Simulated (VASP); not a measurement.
# C in VASP: a series of runs, part 2 of 2

VASP 6.6.1.

**4. Electric field gradients, PBE (atom 1 (C) moved by [0.056569, 0.056569, 0.0] A)**

INCAR reads:

```
PREC = Accurate
ENCUT = 520
EDIFF = 1E-8
ISMEAR = -1
SIGMA = 0.08
LREAL = F
LASPH = T
NELM = 100
ALGO = Normal
ISIF = 2
LWAVE = F
LCHARG = F
GGA = PE
LEFG = T
NBANDS = 11
```

KPOINTS reads:

```
regular mesh
0
Gamma
  20 20 20
```

POSCAR reads:

```
C
1.0
    0.0000000000      1.7834000000      1.7834000000
    1.7834000000      0.0000000000      1.7834000000
    1.7834000000      1.7834000000      0.0000000000
C
2
Direct
    0.5000000000      0.5000000000      0.5317197488
    0.7500000000      0.7500000000      0.7500000000
```

Potentials or basis: VASP PAW PBE potentials, release 64 (C).

Command:

```console
$ cat potpaw_PBE.64/C/POTCAR > POTCAR
$ mpirun -np 1 vasp_std > vasp.out
```

OUTCAR:

```text
PREC = Accurate
   ENCUT = 520
   EDIFF = 1E-8
   ISMEAR = -1
   LREAL = F
   LASPH = T
   NELM = 100
   ISIF = 2
   GGA = PE

 ion  position               nearest neighbor table
   1  0.500  0.500  0.532-   2 1.48   2 1.55   2 1.55   2 1.61
   2  0.750  0.750  0.750-   1 1.48   1 1.55   1 1.55   1 1.61

  LATTYP: Found a face centered cubic cell.
 ALAT       =     3.5668000000

  Lattice vectors:

 A1 = (   0.0000000000,   1.7834000000,   1.7834000000)
 A2 = (   1.7834000000,   0.0000000000,   1.7834000000)
 A3 = (   1.7834000000,   1.7834000000,   0.0000000000)

Analysis of symmetry for initial positions (statically):
=====================================================================
 Subroutine PRICEL returns:
 Original cell was already a primitive cell.

 Routine SETGRP: Setting up the symmetry group for a
 face centered cubic supercell.

 Subroutine GETGRP returns: Found  4 space group operations
 (whereof  2 operations were pure point group operations)
 out of a pool of 48 trial point group operations.

The static configuration has the point symmetry C_1h.
 The point group associated with its full space group is C_2h.

Analysis of symmetry for dynamics (positions and initial velocities):
=====================================================================
 Subroutine PRICEL returns:
 Original cell was already a primitive cell.

 Routine SETGRP: Setting up the symmetry group for a
 face centered cubic supercell.

 Subroutine GETGRP returns: Found  4 space group operations
 (whereof  2 operations were pure point group operations)
 out of a pool of 48 trial point group operations.

The dynamic configuration has the point symmetry C_1h.
 The point group associated with its full space group is C_2h.

 Subroutine INISYM returns: Found  4 space group operations
 (whereof  2 operations are pure point group operations),
 and found     1 'primitive' translations

----------------------------------------------------------------------------------------

                                     Primitive cell

  volume of cell :      11.3443

  direct lattice vectors                    reciprocal lattice vectors
     0.000000000  1.783400000  1.783400000    -0.280363351  0.280363351  0.280363351
     1.783400000  0.000000000  1.783400000     0.280363351 -0.280363351  0.280363351
     1.783400000  1.783400000  0.000000000     0.280363351  0.280363351 -0.280363351

  length of vectors
     2.522108467  2.522108467  2.522108467     0.485603568  0.485603568  0.485603568

  position of ions in fractional coordinates (direct lattice)
     0.500000000  0.500000000  0.531719749
     0.750000000  0.750000000  0.750000000

  ion indices of the primitive-cell ions
   primitive index   ion index
                 1           1
                 2           2

----------------------------------------------------------------------------------------

[... 72 lines left out ...]
   NSW    =      0    number of steps for IOM
   IBRION =     -1    ionic relax: 0-MD 1-quasi-New 2-CG
   NFREE  =      0    steps in history (QN), initial steepest desc. (CG)
   ISIF   =      2    stress and relaxation
   ISYM   =      2    0-nonsym 1-usesym 2-fastsym
   POTIM  = 0.5000    time-step for ionic-motion
   TEBEG  =    0.0;   TEEND  =   0.0 temperature during run
   PSTRESS=    0.0 pullay stress
   NELECT =       8.0000    total number of electrons
   NUPDOWN=      -1.0000    fix difference up-down
   EMIN   =  10.00;   EMAX   =-10.00  energy-range for DOS
   EFERMI =   0.00;   METHOD = LEGACY
   ISMEAR =    -1;   SIGMA  =   0.08  broadening in eV -4-tet -1-fermi 0-gaus
   EFERMI_NEDOS =   21; number of points for ismear=-14 and -15
   IALGO  =     38    algorithm
   IMIX   =      4    mixing-type and parameters
     AMIX     =   0.40;   BMIX     =  1.00
     AMIX_MAG =   1.60;   BMIX_MAG =  1.00
  volume/ion in A,a.u.               =       5.67        38.28
  Fermi-wavevector in a.u.,A,eV,Ry     =   1.457178  2.753668 28.890189  2.123369
  Thomas-Fermi vector in A             =   2.574010
   LORBIT       =      0    0 simple, 1 ext, 2 COOP (PROOUT), +10 PAW based schemes
   GGA     = PE    functional components
[... 5 lines left out ...]
 non-spin polarized calculation
  energy-cutoff  :      520.00
  volume of cell :       11.34
 maximum number of plane-waves:       322
   NGX =  9   NGY =  9   NGZ =  9

 number of electron       7.9999999 magnetization

 Free energy of the ion-electron system (eV)
  ---------------------------------------------------
  ext. energy  EPLUGINS =         0.00000000
  ---------------------------------------------------
  free energy    TOTEN  =       -18.06643620 eV

  energy without entropy =      -18.06643620  energy(sigma->0) =      -18.06643620

 E-fermi :  12.2405     XC(G=0): -13.2519

 val. band max:       10.9719482510   @ k =   0.0000   0.0000   0.0000
 cond. band min:      13.7295482489   @ k =   0.3500   0.3500   0.0000
 fundamental gap:      2.7575999979
 Fermi energy:        12.2404600372

 k-point     1 :       0.0000    0.0000    0.0000
  band No.  band energies     occupation
      1     -11.7603      2.00000
      2       8.5213      2.00000
      3       9.7775      2.00000
      4      10.9719      2.00000
      5      14.2612      0.00000
      6      15.2237      0.00000
      7      16.4272      0.00000
      8      23.0326      0.00000
      9      28.9670      0.00000
     10      36.2569      0.00000
     11      36.2757      0.00000
[... 309 lines left out ...]
 k-point    24 :       0.0000    0.0000    0.4000
  band No.  band energies     occupation
      1      -7.5394      2.00000
      2      -1.3901      2.00000
      3       6.4572      2.00000
      4       7.4324      2.00000
      5      17.1691      0.00000
      6      18.1147      0.00000
      7      19.0110      0.00000
      8      24.6521      0.00000
      9      31.7464      0.00000
     10      33.9839      0.00000
     11      34.7379      0.00000

 [... further k-points ...]
[... 5 lines left out ...]
  --------------------------------------------------------------------------------------
  -------------------------------------------------------------------------------------
  Total        0.3109103      0.3109103      0.3683788      0.1565527      0.1829038      0.1829038
  in kB       43.9106108     43.9106108     52.0270215     22.1103119     25.8319423     25.8319422
  external PRESSURE =      46.6160810 kB  Pullay stress =       0.0000000 kB

 VOLUME and BASIS-vectors are now :
 -----------------------------------------------------------------------------
  energy-cutoff  :      520.00
  volume of cell :       11.34
      direct lattice vectors                 reciprocal lattice vectors
     0.000000000  1.783400000  1.783400000    -0.280363351  0.280363351  0.280363351
     1.783400000  0.000000000  1.783400000     0.280363351 -0.280363351  0.280363351
     1.783400000  1.783400000  0.000000000     0.280363351  0.280363351 -0.280363351

 POSITION                                       TOTAL-FORCE (eV/Angst)
 -----------------------------------------------------------------------------------
      1.83997      1.83997      1.78340        -2.095080     -2.095080     -0.386787
      2.67510      2.67510      2.67510         2.095080      2.095080      0.386787
 -----------------------------------------------------------------------------------
    total drift:                               -0.000003     -0.000003     -0.000000

  FREE ENERGIE OF THE ION-ELECTRON SYSTEM (eV)
  ---------------------------------------------------
  free  energy   TOTEN  =       -18.0664362024 eV

  energy  without entropy=      -18.0664362023  energy(sigma->0) =      -18.06643620

 Electric field gradients (V/A^2)
---------------------------------------------------------------------
 ion       V_xx      V_yy      V_zz      V_xy      V_xz      V_yz
---------------------------------------------------------------------
   1       0.127     0.127    -0.254    -0.245    -3.016    -3.016
   2       0.127     0.127    -0.254    -0.245    -3.016    -3.016
---------------------------------------------------------------------

 Electric field gradients after diagonalization (V/A^2)
 (convention: |V_zz| > |V_xx| > |V_yy|)
----------------------------------------------------------------------
 ion       V_xx      V_yy      V_zz     asymmetry (V_yy - V_xx)/ V_zz
----------------------------------------------------------------------
   1       4.079     0.372    -4.451       0.833
   2       4.080     0.372    -4.452       0.833
----------------------------------------------------------------------

           NMR quadrupolar parameters

 Cq : quadrupolar parameter    Cq=e*Q*V_zz/h
 eta: asymmetry parameters     (V_yy - V_xx)/ V_zz
 Q  : nuclear electric quadrupole moment in mb (millibarn)
----------------------------------------------------------------------
 ion       Cq(MHz)       eta       Q (mb)
----------------------------------------------------------------------
   1      -0.011       0.833       1.000
   2      -0.011       0.833       1.000
----------------------------------------------------------------------
```

Wall time 6.2 min (1 thread of AMD EPYC 7R13, shared host); peak memory 0.28 GiB.

What came out:

| Item | Value |
| --- | --- |
| Free energy | -18.0664 eV |
| Pressure | 4.7 GPa |
| Largest force | 2.988 eV/Å |
| Band gap on the k mesh | 2.76 eV, indirect (least direct gap 3.29 eV) |

Forces on the atoms (eV/Å):
```
C   -2.095 -2.095 -0.387
C    2.095  2.095  0.387
```

Electric field gradients, principal values (V/Å²):
| atom | least | middle | greatest (by size) |
| --- | --- | --- | --- |
| 1 C | 0.372 | 4.079 | -4.451 |
| 2 C | 0.372 | 4.080 | -4.452 |

Caveat: the cell differs from its parent crystal (atom 1 (C) moved by [0.056569, 0.056569, 0.0] A); without QUAD_EFG the Cq values of the log hold for a quadrupole moment of 1 mb, not for the nuclei; forces of over 1 eV/Å act on the atoms, so gaps and moduli don't describe the material at rest. A k mesh can miss the band edges.

**5. Electric field gradients, PBE (equal xx and yy strain of -3 %)**

INCAR reads:

```
SYSTEM = C
PREC = Accurate ; ENCUT = 520
EDIFF = 1E-8 ; ISMEAR = -1
SIGMA = 0.08 ; LREAL = .FALSE.
LASPH = .TRUE. ; NELM = 60
ALGO = Normal ; ISIF = 2
LWAVE = .FALSE. ; LCHARG = .FALSE.
GGA = PE ; LEFG = .TRUE.
NBANDS = 11
```

KPOINTS reads:

```
Automatic mesh
0
G
  20 20 20
  0 0 0
```

POSCAR reads:

```
C
1.0
    0.0000000000      1.7298980000      1.7834000000
    1.7298980000      0.0000000000      1.7834000000
    1.7298980000      1.7298980000      0.0000000000
C
2
Direct
    0.5000000000      0.5000000000      0.5000000000
    0.7500000000      0.7500000000      0.7500000000
```

Potentials or basis: VASP PAW PBE potentials, release 64 (C).

Command:

```console
$ cat potpaw_PBE.64/C/POTCAR > POTCAR
$ mpirun -np 1 vasp_std > vasp.out
```

OUTCAR:

```text
SYSTEM = C
   PREC = Accurate
   ENCUT = 520
   EDIFF = 1E-8
   ISMEAR = -1
   LREAL = .FALSE.
   LASPH = .TRUE.
   NELM = 60
   ISIF = 2
   GGA = PE

 ion  position               nearest neighbor table
   1  0.500  0.500  0.500-   2 1.51   2 1.51   2 1.51   2 1.51
   2  0.750  0.750  0.750-   1 1.51   1 1.51   1 1.51   1 1.51

  LATTYP: Found a body centered tetragonal cell.
 ALAT       =     2.4464452131
 C/A-ratio  =     1.4579521262

  Lattice vectors:

 A1 = (  -1.7298980000,   0.0000000000,   1.7834000000)
 A2 = (   1.7298980000,   0.0000000000,   1.7834000000)
 A3 = (   0.0000000000,   1.7298980000,  -1.7834000000)

Analysis of symmetry for initial positions (statically):
=====================================================================
 Subroutine PRICEL returns:
 Original cell was already a primitive cell.

 Routine SETGRP: Setting up the symmetry group for a
 body centered tetragonal supercell.

 Subroutine GETGRP returns: Found 16 space group operations
 (whereof  8 operations were pure point group operations)
 out of a pool of 16 trial point group operations.

The static configuration has the point symmetry D_2d.
 The point group associated with its full space group is D_4h.

Analysis of symmetry for dynamics (positions and initial velocities):
=====================================================================
 Subroutine PRICEL returns:
 Original cell was already a primitive cell.

 Routine SETGRP: Setting up the symmetry group for a
 body centered tetragonal supercell.

 Subroutine GETGRP returns: Found 16 space group operations
 (whereof  8 operations were pure point group operations)
 out of a pool of 16 trial point group operations.

[... 165 lines left out ...]
      9      30.7356      0.00000
     10      36.8886      0.00000
     11      37.7512      0.00000
[... 309 lines left out ...]
 k-point    24 :      -0.3500    0.0500    0.0000
  band No.  band energies     occupation
      1      -7.8011      2.00000
      2      -0.2417      2.00000
      3       7.1833      2.00000
      4       8.4352      2.00000
      5      19.2424      0.00000
      6      19.2589      0.00000
      7      20.4677      0.00000
      8      26.5896      0.00000
      9      32.5548      0.00000
     10      34.1439      0.00000
     11      36.3200      0.00000

 [... further k-points ...]
[... 5 lines left out ...]
  --------------------------------------------------------------------------------------
  -------------------------------------------------------------------------------------
  Total        2.8655299      2.8655299      0.7900973      0.0000000     -0.0000000      0.0000000
  in kB      430.1260725    430.1260725    118.5963734      0.0000000     -0.0000000      0.0000000
  external PRESSURE =     326.2828395 kB  Pullay stress =       0.0000000 kB

 VOLUME and BASIS-vectors are now :
 -----------------------------------------------------------------------------
  energy-cutoff  :      520.00
  volume of cell :       10.67
      direct lattice vectors                 reciprocal lattice vectors
     0.000000000  1.729898000  1.783400000    -0.289034382  0.289034382  0.280363351
     1.729898000  0.000000000  1.783400000     0.289034382 -0.289034382  0.280363351
     1.729898000  1.729898000  0.000000000     0.289034382  0.289034382 -0.280363351

 POSITION                                       TOTAL-FORCE (eV/Angst)
 -----------------------------------------------------------------------------------
      1.72990      1.72990      1.78340        -0.000000     -0.000000     -0.000000
      2.59485      2.59485      2.67510         0.000000      0.000000      0.000000
 -----------------------------------------------------------------------------------
    total drift:                                0.000000     -0.000000      0.000000

  FREE ENERGIE OF THE ION-ELECTRON SYSTEM (eV)
  ---------------------------------------------------
  free  energy   TOTEN  =       -18.0929947344 eV

  energy  without entropy=      -18.0929947343  energy(sigma->0) =      -18.09299473

 Electric field gradients (V/A^2)
---------------------------------------------------------------------
 ion       V_xx      V_yy      V_zz      V_xy      V_xz      V_yz
---------------------------------------------------------------------
   1      -0.646    -0.646     1.293     0.001     0.000     0.000
   2      -0.646    -0.646     1.293     0.001     0.000     0.000
---------------------------------------------------------------------

 Electric field gradients after diagonalization (V/A^2)
 (convention: |V_zz| > |V_xx| > |V_yy|)
----------------------------------------------------------------------
 ion       V_xx      V_yy      V_zz     asymmetry (V_yy - V_xx)/ V_zz
----------------------------------------------------------------------
   1      -0.647    -0.646     1.293       0.001
   2      -0.647    -0.646     1.293       0.001
----------------------------------------------------------------------

           NMR quadrupolar parameters

 Cq : quadrupolar parameter    Cq=e*Q*V_zz/h
 eta: asymmetry parameters     (V_yy - V_xx)/ V_zz
 Q  : nuclear electric quadrupole moment in mb (millibarn)
----------------------------------------------------------------------
 ion       Cq(MHz)       eta       Q (mb)
----------------------------------------------------------------------
   1       0.003       0.001       1.000
   2       0.003       0.001       1.000
----------------------------------------------------------------------
```

It took 24 s on 1 thread of Intel Xeon 6975P-C (Granite Rapids), shared host; peak memory 0.16 GiB.

What came out:

```
Free energy            : -18.0930 eV
Pressure               : 32.6 GPa
Band gap on the k mesh : 3.87 eV, indirect (least direct gap 5.47 eV)
```

Levels at points of the mesh, in eV from the valence-band top:
```tsv
k point	band 2	band 3	band 4	band 5	band 6	band 7
(0.00, 0.00, 0.00)	-0.50	0.00	0.00	5.47	5.47	5.86
(0.50, 0.00, 0.00)	-14.23	-3.42	-2.83	8.14	8.69	9.78
(0.50, 0.50, 0.00)	-13.70	-6.52	-6.52	5.22	5.22	17.47
(0.50, 0.00, 0.50)	-13.20	-6.99	-6.99	4.48	4.48	17.59
```

Electric field gradients, principal values (V/Å²):
```
atom   least  middle  greatest (by size)
 1 C  -0.646  -0.647               1.293
 2 C  -0.646  -0.647               1.293
```

Caveat: the cell differs from its parent crystal (equal xx and yy strain of -3 %); without QUAD_EFG the Cq values of the log hold for a quadrupole moment of 1 mb, not for the nuclei.

**6. Summary**

```csv
cell,gap on the mesh (eV),pressure (GPa),largest force (eV/Å)
"a = 2.505 Å, angles 60.0°, 2 atoms",4.18,11.7,-
"a = 2.522, b = 2.522, c = 2.484 Å, angles 60.5, 60.5, 61.0°, 2 atoms",4.03,2.9,0.10
"a = 2.522 Å, angles 60.0°, 2 atoms",2.76,4.7,2.99
"a = 2.485, b = 2.485, c = 2.446 Å, angles 60.5, 60.5, 59.0°, 2 atoms",3.87,32.6,-
```

Alike in all rows: task electric field gradients; level PBE; potentials or basis VASP PAW PBE potentials, release 64 (C); no spin polarisation; k mesh 20 × 20 × 20; cutoff (eV) 520; smearing fermi-dirac 0.08 eV.

Caveats: forces of over 1 eV/Å act on the atoms, so gaps and moduli don't describe the material at rest (some runs).

Absolute energies hang on the potentials; compare differences alone.
